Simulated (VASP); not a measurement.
Input of a VASP 6.6.1 run:

File INCAR:

```
PREC     = Accurate       # precision mode
ENCUT    = 520            # plane-wave cutoff, eV
EDIFF    = 1E-6           # SCF threshold, eV
ISMEAR   = 0              # smearing method
SIGMA    = 0.02           # smearing width, eV
LREAL    = False          # projectors in reciprocal space
LASPH    = True           # aspherical terms in the spheres
NELM     = 80             # most SCF steps
ALGO     = Normal         # electronic algorithm
ISIF     = 2              # what is computed and relaxed
LWAVE    = False          # write WAVECAR
LCHARG   = False          # write CHGCAR
LDIPOL   = True         
IDIPOL   = 3            
DIPOL    = 0.5 0.5 0.500
GGA      = PE             # functional
NBANDS   = 12             # bands
```

KPOINTS

```
regular mesh
0
Gamma
  9 9 1
```

Contents of POSCAR:

```
As
1.0
    3.5550000000      0.0000000000      0.0000000000
   -1.7775000000      3.0787203105      0.0000000000
    0.0000000000      0.0000000000     28.0000000000
As
2
Direct
    0.3333333333      0.6666666667      0.5212857143
    0.6666666667      0.3333333333      0.4787142857
```

Potentials or basis: VASP PAW PBE potentials, release 64 (As).

The run is started by

```bash
$ cat potpaw_PBE.64/As/POTCAR > POTCAR
$ mpirun -np 1 vasp_std > vasp.out
```

Q: What does it give for the band gap on the k mesh?

A: 1.36 eV, indirect (least direct gap 1.50 eV).

Q: What does it give for the largest force?

A: 3.171 eV/Å.

Forces on the atoms (eV/Å):
```
As   0.000  0.000  3.171
As   0.000  0.000 -3.171
```
